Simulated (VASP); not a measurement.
The system is NaCl.

```
CELL_PARAMETERS angstrom
0.00000 2.81000 2.81000
2.81000 0.00000 2.81000
2.81000 2.81000 0.00000
ATOMIC_POSITIONS crystal
Na 0.00000 0.00000 0.00000
Cl 0.50000 0.50000 0.50000
```

* Program: VASP 6.6.1
* Task: relaxation of cell and atoms
* Functional: r2SCAN
* Dispersion: rVV10
* Potentials or basis: VASP PAW PBE potentials, release 64 (Na_pv, Cl)
* Cutoff: 600 eV
* k mesh: 5 × 5 × 5
* Occupations: gaussian, width 0.01 eV
* Spin: no spin polarisation

At the start: pressure -1.0 GPa; volume 22.19 Å³/atom.

Task: How do energy, volume and symmetry change on relaxing?

Result: Over 3 steps the energy falls by 2.5 meV/atom and the volume is 21.56 Å³/atom (-2.8 %); space group Fm-3m (No. 225, to 0.05 Å).

The path:
```
step  energy change (eV)  largest force (eV/Å)  pressure (GPa)  volume (Å³)
   1              0.0000                0.0000           -0.99        44.38
   2             -0.0042                0.0000           -0.44        43.50
   3             -0.0050                0.0000           -0.20        43.13
```

Final structure:
```
Na Cl
1.0
     0.00000    2.78338    2.78338
     2.78338    0.00000    2.78338
     2.78338    2.78338    0.00000
Na Cl
1 1
Direct
  0.00000 0.00000 0.00000
  0.50000 0.50000 0.50000
```

Caveat: the PAW data sets were made with another functional, which shifts forces and pressure a little.
